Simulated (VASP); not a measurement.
Ni, 2 atoms in the cell. It takes space group Fm-3m (No. 225, cubic). The conventional cell has a = 3.615 Å, b = 3.615 Å, c = 3.615 Å, α = 90.00°, β = 90.00°, γ = 90.00°. Within 3.4 Å of Ni (site symmetry m-3m) lie 12 Ni at 2.56 Å. 

- Program: VASP 6.6.1
- Task: single point
- Functional: PBE
- Potentials or basis: VASP PAW PBE potentials, release 64 (Ni)
- Cutoff: 520 eV
- k mesh: 14 × 14 × 7
- Occupations: fermi-dirac, width 0.1 eV
- Spin: collinear spin
- Starting moments: [0.06, 0.06] μB
- Dipole correction: no
- Further INCAR settings: ALGO = Normal; EDIFF = 1e-06; NBANDS = 21; ISYM = 0

Potentials or basis: VASP PAW PBE potentials, release 64 (Ni).

Command:

```sh
$ cat potpaw_PBE.64/Ni/POTCAR > POTCAR
$ mpirun -np 1 vasp_std > vasp.out
```

Hardware: 1 thread of Oxide Virtual Turin-like Processor, on a shared host.

Question: Estimate the wall time of this run.

Answer: Wall time 26 min on 1 thread of Oxide Virtual Turin-like Processor, with other jobs on the host, peak memory 0.5 GiB. Counts: scf iterations 18, k points 688.
